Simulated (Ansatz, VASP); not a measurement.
**Two plane-wave programs on ZnS**

```
Zn S
1.0
     3.65856    0.00000    0.00000
    -1.82928    3.30042    0.00000
     0.00000    0.00000    6.23400
Zn S
2 2
Direct
  0.33333 0.66667 0.00000
  0.66667 0.33333 0.50000
  0.33333 0.66667 0.38500
  0.66667 0.33333 0.88500
```

Change from the starting cell: strain -0.0400 x Voigt [1, 0, 0, 0, 0, 0], atoms carried along.

Alike in both runs: task single point; functional r2SCAN; k mesh 6 × 6 × 4; occupations gaussian, width 0.05 eV; no spin polarisation.

|  | VASP | Ansatz |
| --- | --- | --- |
| version | VASP 6.6.1 | Ansatz 0.2.0 |
| potentials or method | VASP PAW PBE potentials, release 64 (Zn, S), cutoff 520 eV | scalar-relativistic, plane waves, PAW |
| valence electrons in the cell | 36 | 36 |

|  | VASP | Ansatz | Ansatz less VASP |
| --- | --- | --- | --- |
| gap on the k mesh at the Fermi level (eV) | 2.87 | 2.86 | -0.012 |
| least direct gap on the mesh (eV) | 2.87 | 2.86 | -0.012 |
| pressure (GPa) | 4.1 | 4.0 | -0.07 |
| traceless stress, the component that is largest in VASP (GPa) | 4.81 | 4.78 | -0.028 |
| rms of the force components (eV/Å) | 0.344 | 0.345 | +0.0010 |

VASP's potentials were made for PBE, not for r2SCAN. Atom by atom the forces differ by 0.007 eV/Å (rms over components). The functional is the same, so the differences come from potentials, cutoffs and numerics.
